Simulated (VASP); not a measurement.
Here is a VASP 6.6.1 calculation.

INCAR

```
SYSTEM = W
PREC     = Accurate       ! precision mode
ENCUT    = 400            ! plane-wave cutoff, eV
EDIFF    = 1E-6           ! SCF threshold, eV
ISMEAR   = 1              ! smearing method
SIGMA    = 0.1            ! smearing width, eV
LREAL    = .FALSE.        ! projectors in reciprocal space
LASPH    = .TRUE.         ! aspherical terms in the spheres
NELM     = 120            ! most SCF steps
ALGO     = Normal         ! electronic algorithm
ISIF     = 2              ! what is computed and relaxed
LWAVE    = .FALSE.        ! write WAVECAR
LCHARG   = .FALSE.        ! write CHGCAR
LDIPOL   = .TRUE.       
IDIPOL   = 3            
DIPOL    = 0.5 0.5 0.657
GGA      = CA             ! functional
NBANDS   = 36             ! bands
GGA_COMPAT= .FALSE.      
NELMDL   = -8
```

The input KPOINTS:

```
Automatic mesh
0
G
  10 10 1
  0 0 0
```

File POSCAR:

```
W
1.0
    3.1595146153      0.0000000000      0.0000000000
    0.0000000000      3.1595146153      0.0000000000
    0.0000000000      0.0000000000     25.7498978125
W
4
Direct
    0.0000000000      0.0000000000      0.5699767249
    0.5000000000      0.5000000000      0.6253173861
    1.0000000000      0.0000000000      0.6900534137
    0.5000000000      0.5000000000      0.7421805920
```

Potentials or basis: VASP PAW LDA potentials, release 64 (W_sv).

The run is started by

```sh
$ cat potpaw_LDA.64/W_sv/POTCAR > POTCAR
$ mpirun -np 1 vasp_std > vasp.out
```

What does it give for the largest force?

1.164 eV/Å.

Predict the band gap on the k mesh.

zero (band 28 reaches 1.04 eV, above the bottom of band 29 at -0.82 eV).

Forces on the atoms (eV/Å):
```
W    0.000  0.000  1.118
W    0.000  0.000 -1.164
W    0.000  0.000  0.167
W    0.000  0.000 -0.121
```

Caveat: spin-orbit coupling is left out, which moves the levels of the heavy elements.
